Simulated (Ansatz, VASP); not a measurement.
# TiPd3: VASP beside Ansatz

File INCAR:

```
SYSTEM = TiPd3
  PREC = Accurate
  ENCUT = 520
  EDIFF = 1E-6
  ISMEAR = -1
  SIGMA = 0.05
  LREAL = .False.
  LASPH = .True.
  NELM = 60
  ALGO = Normal
  ISIF = 2
  LWAVE = .False.
  LCHARG = .False.
  NBANDS = 29
```

Contents of KPOINTS:

```
regular mesh
0
Gamma
  11 11 11
  0 0 0
```

Contents of POSCAR:

```
TiPd3
1.0
    3.7818000000      0.0000000000      0.0000000000
    0.0000000000      3.7818000000      0.0000000000
    0.0000000000      0.0000000000      3.8200000000
Ti Pd
1 3
Direct
    0.0000000000      0.0000000000      0.0000000000
    0.0000000000      0.5000000000      0.5000000000
    0.5000000000      0.0000000000      0.5000000000
    0.5000000000      0.5000000000      0.0000000000
```

Input for Ansatz:

```yaml
crystal:
  lattice:
    - [3.7818, 0.0, 0.0]
    - [0.0, 3.7818, 0.0]
    - [0.0, 0.0, 3.82]
  atoms:
    - { symbol: Ti, position: [0.0, 0.0, 0.0] }
    - { symbol: Pd, position: [0.0, 0.5, 0.5] }
    - { symbol: Pd, position: [0.5, 0.0, 0.5] }
    - { symbol: Pd, position: [0.5, 0.5, 0.0] }
kpoints:
  mp_grid: { grid: [11, 11, 11] }
  band_path:
    path:
      - [0.0, 0.0, 0.0]
      - [0.0, 0.5, 0.0]
      - [0.5, 0.5, 0.0]
      - [0.0, 0.0, 0.0]
      - [0.0, 0.0, 0.5]
      - [0.0, 0.5, 0.5]
      - [0.5, 0.5, 0.5]
      - [0.0, 0.0, 0.5]
      - [0.0, 0.5, 0.0]
    npoints: 5
scf:
  occupations: { method: fermi_dirac, width: 0.05 }
hamiltonian:
  xc: lda
  pseudopotentials: { kind: all_electron, lapw: { basis_error: 0.001 } }
output:
  forces: true
  stress: true
  eigenvalues: true
```

Change from the starting cell: equal xx and yy strain of -1 %.

Alike in both runs: task single point; functional LDA; k mesh 11 × 11 × 11; occupations fermi-dirac, width 0.05 eV; no spin polarisation.

|  | VASP | Ansatz |
| --- | --- | --- |
| version | VASP 6.6.1 | Ansatz 0.2.0 |
| potentials or method | VASP PAW LDA potentials, release 64 (Ti_sv, Pd), cutoff 520 eV | all-electron LAPW, scalar-relativistic |

```tsv
	VASP	Ansatz	Ansatz less VASP
pressure (GPa)	7.7	7.4	-0.33
traceless stress, the component that is largest in VASP (GPa)	-1.16	-1.17	-0.003
```

LDA's correlation is that of Perdew and Zunger in VASP and of Perdew and Wang (1992) in Ansatz. Ansatz ran all-electron here, and VASP with PAW potentials.
